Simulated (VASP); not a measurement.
Here is a VASP 6.6.1 calculation.

Contents of INCAR:

```
PREC     = Accurate       # precision mode
ENCUT    = 600            # plane-wave cutoff, eV
EDIFF    = 1E-6           # SCF threshold, eV
ISMEAR   = -1             # smearing method
SIGMA    = 0.05           # smearing width, eV
LREAL    = False          # projectors in reciprocal space
LASPH    = True           # aspherical terms in the spheres
NELM     = 60             # most SCF steps
ALGO     = Normal         # electronic algorithm
ISIF     = 3              # what is computed and relaxed
LWAVE    = False          # write WAVECAR
LCHARG   = False          # write CHGCAR
GGA      = RE             # functional
IVDW     = 13             # dispersion correction
IBRION   = 2              # ionic algorithm
NSW      = 60             # ionic steps
EDIFFG   = -0.01          # ionic threshold
```

The input KPOINTS:

```
regular mesh
0
Gamma
  10 10 10
```

Contents of POSCAR:

```
BP
1.0
    0.0000000000      2.2690000000      2.2690000000
    2.2690000000      0.0000000000      2.2690000000
    2.2690000000      2.2690000000      0.0000000000
P B
1 1
Direct
    0.7500000000      0.7500000000      0.7500000000
    0.0000000000      0.0000000000      0.0000000000
```

Potentials or basis: VASP PAW PBE potentials, release 64 (P, B).

Launch:

```sh
$ cat potpaw_PBE.64/P/POTCAR potpaw_PBE.64/B/POTCAR > POTCAR
$ mpirun -np 1 vasp_std > vasp.out
```

Question: Predict the band gap on the k mesh.

Answer: 1.17 eV, indirect (least direct gap 3.47 eV).

Question: Estimate the dispersion energy per atom.

Answer: -0.751 eV.

Question: What does it give for the relaxed cell?

Answer: a = 3.158 Å, b = 3.158 Å, c = 3.158 Å, α = 60.00°, β = 60.00°, γ = 60.00°.

Final structure:
```
CELL_PARAMETERS angstrom
0.00000 2.23300 2.23300
2.23300 0.00000 2.23300
2.23300 2.23300 0.00000
ATOMIC_POSITIONS crystal
P 0.75000 0.75000 0.75000
B 0.00000 0.00000 0.00000
```

 A k mesh can miss the band edges.
